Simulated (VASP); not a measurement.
# H4CO in VASP: notebook, part 2 of 2

VASP 6.6.1. The steps go on from the part before.

## 4. Relaxation of the atoms, PBE+D3(BJ)

Input file INCAR:

```
SYSTEM = H4CO
PREC     = Accurate       ! precision mode
ENCUT    = 520            ! plane-wave cutoff, eV
EDIFF    = 1E-6           ! SCF threshold, eV
ISMEAR   = -1             ! smearing method
SIGMA    = 0.02           ! smearing width, eV
LREAL    = Auto         
LASPH    = .TRUE.         ! aspherical terms in the spheres
NELM     = 60             ! most SCF steps
ALGO     = Normal         ! electronic algorithm
ISIF     = 2              ! what is computed and relaxed
LWAVE    = .FALSE.        ! write WAVECAR
LCHARG   = .FALSE.        ! write CHGCAR
GGA      = PE             ! functional
IVDW     = 12             ! dispersion correction
IBRION   = 2              ! ionic algorithm
NSW      = 35             ! ionic steps
EDIFFG   = -0.3           ! ionic threshold
```

Input file KPOINTS:

```
regular mesh
0
G
  1 1 1
  0 0 0
```

Input file POSCAR:

```
H4CO
1.0
    8.0548320000      0.0000000000      0.0000000000
    0.0000000000      8.0548320000      0.0000000000
    0.0000000000      0.0000000000      8.0548320000
C O H
6 6 24
Direct
    0.7067955000      0.5989785000      0.5889991000
    0.4586880000      0.2300971000      0.1374540000
    0.0659028000      0.0941365000      0.6578165000
    0.1082792000      0.4796752000      0.3363315000
    0.2980003000      0.4117177000      0.8158296000
    0.9089419000      0.9411642000      0.3236300000
    0.6599019000      0.4343362000      0.5453930000
    0.3308462000      0.1330926000      0.2113063000
    0.0791919000     -0.0805638000      0.6804172000
    0.1012659000      0.4995067000      0.1609317000
    0.3255529000      0.5430899000      0.9306764000
    0.9078200000      0.8134308000      0.2016034000
    0.5916763000      0.6674878000      0.6077282000
    0.7611445000      0.3714316000      0.5282154000
    0.7789337000      0.6032814000      0.7043972000
    0.7780053000      0.6602187000      0.4904194000
    0.4436242000      0.3556194000      0.1855578000
    0.3424170000      0.0206595000      0.1697488000
    0.5830082000      0.1856614000      0.1707571000
    0.4484751000      0.2342871000      0.0017437000
   -0.0661915000      0.1229607000      0.6619375000
    0.1962880000     -0.1084829000      0.6770814000
    0.1284813000      0.1638978000      0.7565913000
    0.1152429000      0.1345497000      0.5375191000
    0.2005677000      0.5679979000      0.3808139000
    0.0194872000      0.4216081000      0.1191444000
   -0.0107385000      0.5076355000      0.3962662000
    0.1473249000      0.3543843000      0.3726188000
    0.2594194000      0.4700456000      0.7000448000
    0.3600795000      0.4932760000      1.0347371000
    0.4108227000      0.3392368000      0.7922338000
    0.1993208000      0.3272598000      0.8566751000
    0.8424832000      0.8919325000      0.4306637000
    0.9666253000      0.8552441000      0.1051892000
    1.0351404000      0.9742738000      0.3625769000
    0.8451684000      1.0537192000      0.2811627000
```

Launch:

```console
> cat potpaw_PBE.64/C/POTCAR potpaw_PBE.64/O/POTCAR potpaw_PBE.64/H/POTCAR > POTCAR
> mpirun -np 1 vasp_gam > vasp.out
```

Run time: 12 min. Hardware: 1 thread of Intel Xeon 6975P-C, shared host; peak memory 0.53 GiB.

Results (log left out):

| Quantity | Value |
| --- | --- |
| Free energy | -182.5210 eV |
| Energy gained by relaxing | 14.0 meV/atom |
| Ionic steps | 17 |
| Pressure after relaxing | -0.2 GPa |
| Largest force after relaxing | 0.281 eV/Å |
| Band gap on the k mesh | 4.22 eV |
| Dispersion energy per atom | -0.027 eV |

Forces in eV/Å, atoms in the order of the input:
```
C   -0.032  0.096  0.046
C    0.033  0.038  0.053
C   -0.072 -0.013 -0.030
C    0.072  0.035  0.060
C    0.027  0.164  0.212
C   -0.047 -0.007 -0.029
O    0.107  0.101  0.033
O    0.119 -0.007 -0.059
O    0.062  0.095  0.062
O    0.015 -0.086  0.169
O    0.111  0.013 -0.252
O   -0.006  0.143  0.036
H   -0.031 -0.014  0.013
H    0.007 -0.096 -0.032
H   -0.024 -0.062 -0.103
H   -0.070 -0.116  0.082
H    0.002 -0.001  0.030
H   -0.005 -0.099  0.008
H   -0.103 -0.085  0.037
H    0.029 -0.047  0.125
H   -0.060  0.030  0.048
H    0.032 -0.104  0.058
H   -0.044 -0.123 -0.048
H    0.073 -0.030  0.106
H    0.162  0.124  0.032
H    0.013  0.023 -0.097
H   -0.094  0.022 -0.165
H    0.030 -0.093 -0.048
H    0.028  0.129 -0.021
H   -0.206  0.190  0.020
H   -0.031  0.000 -0.063
H   -0.057 -0.113 -0.069
H   -0.030  0.017  0.077
H   -0.028 -0.081 -0.029
H   -0.014 -0.061 -0.169
H    0.034  0.019 -0.091
```

Stress tensor (GPa, compression positive):
```
-0.26 -0.05  0.17
-0.05 -0.01  0.03
 0.17  0.03 -0.23
```

Step by step:
```
step  energy change (eV)  largest force (eV/Å)  pressure (GPa)
   1              0.0000                0.8707            0.96
   2             -0.0474                1.2771            0.14
   3             -0.0540                0.9514            0.34
   4             -0.1033                0.5864            0.01
   5             -0.1264                1.1467           -0.44
   6             -0.1660                0.6145           -0.52
   7             -0.1972                1.2641           -0.71
   8             -0.2299                1.2074           -0.61
   9             -0.2874                1.2956           -0.34
  10             -0.2926                1.4405           -0.24
  11             -0.3603                0.4313           -0.08
  12             -0.3737                1.0661            0.03
  13             -0.4176                0.5200           -0.05
  14             -0.4416                0.9990           -0.15
  15             -0.4765                0.4881           -0.21
  16             -0.4893                0.5055           -0.28
  17             -0.5057                0.2809           -0.17
```

Final structure:
```
CELL_PARAMETERS angstrom
8.05483 0.00000 0.00000
0.00000 8.05483 0.00000
0.00000 0.00000 8.05483
ATOMIC_POSITIONS crystal
C 0.70575 0.59704 0.59053
C 0.46227 0.22424 0.14547
C 0.06466 0.08972 0.66021
C 0.10805 0.47687 0.34065
C 0.30619 0.42253 0.80549
C 0.90647 0.94539 0.31707
O 0.65936 0.42971 0.54802
O 0.33024 0.12572 0.21464
O 0.07739 0.91353 0.68175
O 0.10508 0.49056 0.16300
O 0.36437 0.55411 0.91019
O 0.89177 0.81780 0.19458
H 0.58976 0.66537 0.61046
H 0.76153 0.36992 0.52516
H 0.77847 0.60397 0.70669
H 0.77561 0.65833 0.48959
H 0.44807 0.34948 0.19651
H 0.34203 0.01435 0.17007
H 0.58670 0.17891 0.18130
H 0.45496 0.23090 0.00901
H 0.93160 0.11864 0.66082
H 0.19472 0.88557 0.68324
H 0.12473 0.15936 0.76145
H 0.11635 0.13160 0.54032
H 0.19844 0.56733 0.38537
H 0.01554 0.42008 0.12361
H 0.98851 0.50875 0.39858
H 0.14771 0.35288 0.38140
H 0.25438 0.47286 0.68980
H 0.32832 0.52444 0.02178
H 0.40778 0.33676 0.77280
H 0.20728 0.35486 0.87027
H 0.84470 0.89896 0.42874
H 0.96930 0.84115 0.10505
H 0.03591 0.97330 0.35091
H 0.84399 0.06188 0.27970
```

Levels at points of the mesh, in eV from the valence-band top:
| k point | band 40 | band 41 | band 42 | band 43 | band 44 | band 45 |
| --- | --- | --- | --- | --- | --- | --- |
| (0.00, 0.00, 0.00) | -0.32 | -0.17 | 0.00 | 4.22 | 5.13 | 5.55 |

Caveat: the k points lie up to 0.78 Å⁻¹ apart; the relaxation stopped at a loose force limit of 0.3 eV/Å, so its end isn't a converged minimum.
